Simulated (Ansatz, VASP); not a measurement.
**Si2Mo: VASP beside Ansatz**

The input INCAR:

```
SYSTEM = Si2Mo
PREC = Accurate ; ENCUT = 520
EDIFF = 1E-6 ; ISMEAR = 0
SIGMA = 0.15 ; LREAL = .False.
LASPH = .True. ; NELM = 60
ALGO = Fast ; ISIF = 2
LWAVE = .False. ; LCHARG = .True.
GGA = PS ; LELF = .True.
LVHAR = .True. ; NBANDS = 56
```

KPOINTS

```
Automatic mesh
0
Gamma
  15 15 3
  0 0 0
```

Contents of POSCAR:

```
Si2Mo
1.0
   -3.1900701689      0.0000000000      0.0000000000
    0.0000000000     -3.1900701689      0.0000000000
   -0.9570210507      0.0000000000     15.6427680287
Si Mo
8 4
Direct
   -0.0127589497      0.0000000000      0.0425298324
    0.2622410503      0.5000000000      0.7925298324
   -0.1627589497      0.0000000000      0.5425298324
    0.4122410503      0.5000000000      0.2925298324
   -0.0622410503      0.0000000000      0.2074701676
    0.2127589497      0.5000000000      0.9574701676
   -0.2122410503      0.0000000000      0.7074701676
    0.3627589497      0.5000000000      0.4574701676
    0.3125000000      0.5000000000      0.6250000000
    0.8875000000      1.0000000000      0.3750000000
    0.4625000000      0.5000000000      0.1250000000
    0.7375000000      1.0000000000      0.8750000000
```

Input for Ansatz:

```yaml
crystal:
  lattice:
    - [-3.1900701689, 0.0, 0.0]
    - [0.0, -3.1900701689, 0.0]
    - [-0.9570210507, 0.0, 15.6427680287]
  atoms:
    - { symbol: Si, position: [-0.0127589497, 0.0, 0.0425298324] }
    - { symbol: Si, position: [0.2622410503, 0.5, 0.7925298324] }
    - { symbol: Si, position: [-0.1627589497, 0.0, 0.5425298324] }
    - { symbol: Si, position: [0.4122410503, 0.5, 0.2925298324] }
    - { symbol: Si, position: [-0.0622410503, 0.0, 0.2074701676] }
    - { symbol: Si, position: [0.2127589497, 0.5, 0.9574701676] }
    - { symbol: Si, position: [-0.2122410503, 0.0, 0.7074701676] }
    - { symbol: Si, position: [0.3627589497, 0.5, 0.4574701676] }
    - { symbol: Mo, position: [0.3125, 0.5, 0.625] }
    - { symbol: Mo, position: [0.8875, 1.0, 0.375] }
    - { symbol: Mo, position: [0.4625, 0.5, 0.125] }
    - { symbol: Mo, position: [0.7375, 1.0, 0.875] }
basis:
  ecutwfc: 420
kpoints:
  mp_grid: { grid: [15, 15, 3] }
hamiltonian:
  xc: pbesol
scf:
  occupations: { method: gaussian, width: 0.15 }
output:
  forces: true
  stress: true
  eigenvalues: true
```

Alike in both runs: task single point; functional PBEsol; k mesh 15 × 15 × 3; occupations gaussian, width 0.15 eV; no spin polarisation.

|  | VASP | Ansatz |
| --- | --- | --- |
| version | VASP 6.6.1 | Ansatz 0.2.0 |
| potentials or method | VASP PAW PBE potentials, release 64 (Si, Mo_sv), cutoff 520 eV | scalar-relativistic, plane waves, PAW |
| valence electrons in the cell | 88 | 88 |

|  | VASP | Ansatz | Ansatz less VASP |
| --- | --- | --- | --- |
| gap on the k mesh at the Fermi level (eV) | none | none | - |
| pressure (GPa) | 4.1 | 3.7 | -0.38 |
| traceless stress, the component that is largest in VASP (GPa) | 7.65 | 7.65 | +0.006 |
| rms of the force components (eV/Å) | 0.926 | 0.927 | +0.0004 |

VASP's potentials were made for PBE, not for PBEsol. Atom by atom the forces differ by 0.003 eV/Å (rms over components). A gap of «none» marks a metal or a gap that the smearing closes. With one functional, cell and mesh, what is left measures potentials, basis and numerics.
